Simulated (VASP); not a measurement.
Here is a VASP 6.6.1 calculation.

INCAR

```
  ALGO = Normal
  EDIFF = 1E-6
  EDIFFG = -0.005
  ENCUT = 600
  GGA = PE
  IBRION = 2
  ISIF = 3
  ISMEAR = -1
  LASPH = T
  LCHARG = F
  LREAL = F
  LWAVE = F
  NELM = 100
  NSW = 60
  PREC = Accurate
  PSTRESS = 2200.0
  SIGMA = 0.1
```

File KPOINTS:

```
k-points
0
Gamma
  17 17 17
```

Contents of POSCAR:

```
Sb
1.0
    0.0000000000      1.8833156749      1.8833156749
    1.8833156749      0.0000000000      1.8833156749
    1.8833156749      1.8833156749      0.0000000000
Sb
1
Direct
    0.0000000000      0.0000000000      0.0000000000
```

Potentials or basis: VASP PAW PBE potentials, release 64 (Sb).

Command:

```bash
$ cat potpaw_PBE.64/Sb/POTCAR > POTCAR
$ mpirun -np 1 vasp_std > vasp.out
```

What does it give for the relaxed volume?

13.51 Å³/atom.

What does it give for the relaxed cell?

a = 2.673 Å, b = 2.673 Å, c = 2.673 Å, α = 60.00°, β = 60.00°, γ = 60.00°.

Final structure:
```cif
data_structure
_symmetry_space_group_name_H-M 'P 1'
_symmetry_Int_Tables_number 1
_cell_length_a 2.6732
_cell_length_b 2.6732
_cell_length_c 2.6732
_cell_angle_alpha 60.000
_cell_angle_beta 60.000
_cell_angle_gamma 60.000
_cell_volume 13.51
loop_
_atom_site_label
_atom_site_type_symbol
_atom_site_fract_x
_atom_site_fract_y
_atom_site_fract_z
_atom_site_occupancy
Sb1 Sb 0.00000 0.00000 0.00000 1
```

Caveat: the cell is relaxed towards a set pressure, so the enthalpy falls and the energy may rise.
